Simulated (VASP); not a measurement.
A run of VASP 6.6.1 is set up as follows.

The input POSCAR:

```
Si
1.0
   -2.3393228040      2.3393228040      1.3113001418
    2.3393228040     -2.3393228040      1.3113001418
    2.3393228040      2.3393228040     -1.3113001418
Si
2
Direct
    0.5000000000      0.5000000000      0.0000000000
    0.2500000000      0.7500000000      0.5000000000
```

File INCAR.step1:

```
PREC = Accurate ; ENCUT = 520
EDIFF = 1E-5 ; ISMEAR = -1
SIGMA = 0.05 ; LREAL = F
LASPH = T ; NELM = 100
ALGO = Normal ; ISIF = 2
LWAVE = T ; LCHARG = F
GGA = PE ; NBANDS = 11
```

Contents of INCAR.step2:

```
PREC = Accurate ; ENCUT = 520
EDIFF = 1E-6 ; ISMEAR = -1
SIGMA = 0.05 ; LREAL = F
LASPH = T ; NELM = 100
ALGO = Normal ; ISIF = 2
LWAVE = F ; LCHARG = F
GGA = PE ; LHFCALC = T
AEXX = 0.25 ; PRECFOCK = Normal
ISTART = 1 ; NBANDS = 11
```

Contents of KPOINTS:

```
Automatic mesh
0
Gamma
  6 6 6
```

Potentials or basis: VASP PAW PBE potentials, release 64 (Si).

Run with:

```sh
$ cat potpaw_PBE.64/Si/POTCAR > POTCAR
$ cp INCAR.step1 INCAR
$ mpirun -np 1 vasp_std > vasp.out
$ cp INCAR.step2 INCAR
$ mpirun -np 1 vasp_std > vasp.out
```

Q: What does it give for the band gap on the k mesh?

A: Zero (bands 4 and 5 overlap by 8.94 eV).

Q: Predict the pressure.

A: 6.0 GPa.

Stress tensor (GPa, compression positive):
```
 9.35  0.00  0.00
 0.00  9.35  0.00
 0.00  0.00 -0.77
```

Caveat: the k points lie up to 0.46 Å⁻¹ apart, too coarse for converged energies and pressures of a metal; the PAW data sets were made with another functional, which shifts forces and pressure a little.
